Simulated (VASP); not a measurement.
Write the native input for VASP 6.6.1 that does the following.

```
Task                   : electric field gradients
Functional             : PBE
Potentials or basis    : VASP PAW PBE potentials, release 64 (Pt)
Cutoff                 : 520 eV
k mesh                 : 18 × 18 × 18
Occupations            : fermi-dirac, width 0.03 eV
Spin                   : no spin polarisation
Dipole correction      : no
Further INCAR settings : ALGO = Normal; EDIFF = 1e-08; NBANDS = 11
```

The structure of Pt lies in POSCAR:

```
Pt
1.0
    0.0000000000      1.9182716408      1.9182716408
    1.9182716408      0.0000000000      1.9182716408
    1.9182716408      1.9182716408      0.0000000000
Pt
1
Direct
    0.0000000000      0.0000000000      0.0000000000
```

This cell differs from its parent crystal: volume scaled by 0.9405.

The input as run:

INCAR

```
ALGO     = Normal         # electronic algorithm
EDIFF    = 1E-8           # SCF threshold, eV
ENCUT    = 520            # plane-wave cutoff, eV
GGA      = PE             # functional
ISIF     = 2              # what is computed and relaxed
ISMEAR   = -1             # smearing method
LASPH    = T              # aspherical terms in the spheres
LCHARG   = F              # write CHGCAR
LEFG     = T            
LREAL    = F              # projectors in reciprocal space
LWAVE    = F              # write WAVECAR
NBANDS   = 11             # bands
NELM     = 80             # most SCF steps
PREC     = Accurate       # precision mode
SIGMA    = 0.03           # smearing width, eV
```

KPOINTS

```
k-points
0
Gamma
  18 18 18
```

Potentials or basis: VASP PAW PBE potentials, release 64 (Pt).

Launch:

```bash
$ cat potpaw_PBE.64/Pt/POTCAR > POTCAR
$ mpirun -np 1 vasp_std > vasp.out
```

Results of the run:

The pressure is 33.0 GPa and the band gap on the k mesh is zero (band 5 reaches 13.16 eV, above the bottom of band 6 at 10.64 eV).

Caveat: without QUAD_EFG the Cq values of the log hold for a quadrupole moment of 1 mb, not for the nuclei; spin-orbit coupling is left out, which moves the levels of the heavy elements.

Run time: 27 s on 1 thread of AMD EPYC 9R45 (Zen 5), on a shared host, peak memory 0.11 GiB.
